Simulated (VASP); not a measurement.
Al3GaSb4: relaxation of cell and atoms with LDA

Crystal: Al3GaSb4.

```xyz
8
Lattice="6.0823 0.0000 0.0000 0.0000 6.0823 0.0000 0.0000 0.0000 6.0823" Properties=species:S:1:pos:R:3 pbc="T T T"
Al    3.0412    3.0412    0.0000
Al    3.0412    0.0000    3.0412
Al    0.0000    3.0412    3.0412
Ga    0.0000    0.0000    0.0000
Sb    4.5670    4.5670    1.5153
Sb    4.5670    1.5153    4.5670
Sb    1.5153    4.5670    4.5670
Sb    1.5153    1.5153    1.5153
```

* Program: VASP 6.6.1
* Task: relaxation of cell and atoms
* Functional: LDA
* Potentials or basis: VASP PAW LDA potentials, release 64 (Al, Ga_d, Sb)
* Cutoff: 600 eV
* k mesh: 6 × 6 × 6
* Occupations: gaussian, width 0.02 eV
* Spin: no spin polarisation
* Dipole correction: no
* Further INCAR settings: ALGO = Normal; EDIFF = 1e-07; IBRION = 2; EDIFFG = -0.005; NSW = 100; ISIF = 3

* Relaxed volume: 28.44 Å³/atom
* Relaxed cell: a = 6.105 Å, b = 6.105 Å, c = 6.105 Å, α = 90.00°, β = 90.00°, γ = 90.00°
* Space group after relaxing (to 0.1 Å): P-43m (No. 215)
* Energy gained by relaxing: 0.7 meV/atom
* Ionic steps: 6
* Pressure after relaxing: 0.0 GPa
* Band gap on the k mesh: 0.43 eV (least direct gap 0.67 eV)

Step by step:
```tsv
step	energy change (eV)	largest force (eV/Å)	pressure (GPa)	volume (Å³)
1	0.0000	0.0176	0.66	225.01
2	-0.0042	0.0053	-0.30	228.83
3	-0.0054	0.0091	0.00	227.61
4	-0.0054	0.0093	0.01	227.56
5	-0.0054	0.0052	0.01	227.56
6	-0.0054	0.0000	0.01	227.56
```

Final structure:
```cif
data_structure
_symmetry_space_group_name_H-M 'P 1'
_symmetry_Int_Tables_number 1
_cell_length_a 6.1052
_cell_length_b 6.1052
_cell_length_c 6.1052
_cell_angle_alpha 90.000
_cell_angle_beta 90.000
_cell_angle_gamma 90.000
_cell_volume 227.56
loop_
_atom_site_label
_atom_site_type_symbol
_atom_site_fract_x
_atom_site_fract_y
_atom_site_fract_z
_atom_site_occupancy
Al1 Al 0.50000 0.50000 0.00000 1
Al2 Al 0.50000 0.00000 0.50000 1
Al3 Al 0.00000 0.50000 0.50000 1
Ga1 Ga 0.00000 0.00000 0.00000 1
Sb1 Sb 0.75100 0.75100 0.24900 1
Sb2 Sb 0.75100 0.24900 0.75100 1
Sb3 Sb 0.24900 0.75100 0.75100 1
Sb4 Sb 0.24900 0.24900 0.24900 1
```

Levels at points of the mesh, in eV from the valence-band top:
```tsv
k point	band 17	band 18	band 19	band 20	band 21	band 22	band 23	band 24	band 25	band 26
(0.00, 0.00, 0.00)	-2.31	-2.31	0.00	0.00	0.00	0.67	1.13	1.13	1.13	1.39
(0.50, 0.00, 0.00)	-2.90	-1.53	-1.53	-1.44	-1.44	1.41	1.63	2.86	2.96	3.95
(0.50, 0.50, 0.00)	-2.94	-1.06	-1.06	-1.06	-1.03	2.05	2.44	2.44	2.53	4.64
(0.50, 0.50, 0.50)	-0.97	-0.97	-0.97	-0.95	-0.95	0.43	1.28	1.28	1.28	3.64
```

It took 15 min on 1 thread of Intel Xeon 8259CL, on a shared host, peak memory 0.39 GiB.

Caveat: semilocal functionals underestimate gaps, and a narrow one can read as zero; spin-orbit coupling is left out, which moves the levels of the heavy elements. A k mesh can miss the band edges.
